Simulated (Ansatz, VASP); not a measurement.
This is a calculation of Al for Ansatz 0.2.0.

The input input.yaml:

```yaml
crystal:
  lattice:
    - [0.0, 2.0112152952, 2.0112152952]
    - [2.0112152952, 0.0, 2.0112152952]
    - [2.0112152952, 2.0112152952, 0.0]
  atoms:
    - { symbol: Al, position: [0.0, 0.0, 0.0] }
kpoints:
  mp_grid: { grid: [11, 11, 11] }
scf:
  occupations: { method: fermi_dirac, width: 0.05 }
hamiltonian:
  xc: lda
  pseudopotentials: { kind: all_electron, lapw: { basis_error: 0.001 } }
output:
  forces: true
  stress: true
  eigenvalues: true
```

Potentials or basis: all-electron LAPW, scalar-relativistic.

Launch:

```console
$ ansatz run input.yaml --threads 1 --pin off --max-ram 3072MiB --backend cpu --events-out ev --progress --plain --runs-dir out
```

Problem. Translate it to VASP 6.6.1. Potentials there: VASP PAW LDA potentials, release 64 (Al).

Solution. As run (the cutoff follows the program's own potentials):

INCAR

```
SYSTEM = Al
PREC     = Accurate       ! precision mode
ENCUT    = 520            ! plane-wave cutoff, eV
EDIFF    = 1E-7           ! SCF threshold, eV
ISMEAR   = -1             ! smearing method
SIGMA    = 0.05           ! smearing width, eV
LREAL    = .FALSE.        ! projectors in reciprocal space
LASPH    = .TRUE.         ! aspherical terms in the spheres
NELM     = 100            ! most SCF steps
ALGO     = Fast           ! electronic algorithm
ISIF     = 2              ! what is computed and relaxed
LWAVE    = .FALSE.        ! write WAVECAR
LCHARG   = .FALSE.        ! write CHGCAR
GGA      = CA             ! functional
NBANDS   = 8              ! bands
```

The input KPOINTS:

```
Automatic mesh
0
G
  11 11 11
  0 0 0
```

File POSCAR:

```
Al
1.0
    0.0000000000      2.0112152952      2.0112152952
    2.0112152952      0.0000000000      2.0112152952
    2.0112152952      2.0112152952      0.0000000000
Al
1
Direct
    0.0000000000      0.0000000000      0.0000000000
```

Potentials or basis: VASP PAW LDA potentials, release 64 (Al).

Run with:

```bash
$ cat potpaw_LDA.64/Al/POTCAR > POTCAR
$ mpirun -np 1 vasp_std > vasp.out
```

Both were run:

|  | VASP | Ansatz | Ansatz less VASP |
| --- | --- | --- | --- |
| gap on the k mesh at the Fermi level (eV) | none | none | - |
| pressure (GPa) | -2.1 | -2.2 | -0.05 |

LDA's correlation is that of Perdew and Zunger in VASP and of Perdew and Wang (1992) in Ansatz. A gap of «none» marks a metal or a gap that the smearing closes. Ansatz ran all-electron here, and VASP with PAW potentials.
